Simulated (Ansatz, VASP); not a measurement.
BN: VASP beside Ansatz

File INCAR:

```
SYSTEM = BN
ALGO = Normal
EDIFF = 1E-7
EDIFFG = -0.001
ENCUT = 600
GGA = PE
GGA_COMPAT = .False.
IBRION = 2
ISIF = 3
ISMEAR = 0
LASPH = .True.
LCHARG = .False.
LREAL = .False.
LWAVE = .False.
NELM = 120
NELMIN = 4
NSW = 80
PREC = Accurate
SIGMA = 0.01
```

File KPOINTS:

```
k-points
0
Gamma
  12 12 12
  0 0 0
```

File POSCAR:

```
BN
1.0
    0.0000000000      1.8123308055      1.8123308055
    1.8123308055      0.0000000000      1.8123308055
    1.8123308055      1.8123308055      0.0000000000
B N
1 1
Direct
    0.0000000000      0.0000000000      0.0000000000
    0.7500000000      0.7500000000      0.7500000000
```

Input for Ansatz:

```yaml
crystal:
  lattice:
    - [0.0, 1.8123308055, 1.8123308055]
    - [1.8123308055, 0.0, 1.8123308055]
    - [1.8123308055, 1.8123308055, 0.0]
  atoms:
    - { symbol: B, position: [0.0, 0.0, 0.0] }
    - { symbol: "N", position: [0.75, 0.75, 0.75] }
basis:
  ecutwfc: 420
kpoints:
  mp_grid: { grid: [12, 12, 12] }
hamiltonian:
  xc: pbe
scf:
  occupations: { method: fixed }
output:
  forces: true
  stress: true
  eigenvalues: true
relax:
  adjacent_minimum: "off"
  f_tol: 0.001
  max_steps: 60
  cell: { stress_tol: 0.01 }
```

Alike in both runs: task relaxation of cell and atoms; functional PBE; k mesh 12 × 12 × 12; no spin polarisation.

|  | VASP | Ansatz |
| --- | --- | --- |
| version | VASP 6.6.1 | Ansatz 0.2.0 |
| potentials or method | VASP PAW PBE potentials, release 64 (B, N), cutoff 600 eV | scalar-relativistic, plane waves, PAW |
| occupations | gaussian, width 0.01 eV | fixed |
| valence electrons in the cell | 8 | 8 |

```csv
,VASP,Ansatz,Ansatz less VASP
"gap on the k mesh at the Fermi level, each at its own relaxed structure (eV)",4.45,4.46,+0.012
relaxed volume (Å³/atom),5.95,5.95,+0.001
relaxed cell length with the largest relative difference (Å),2.563,2.563,+0.0001
```
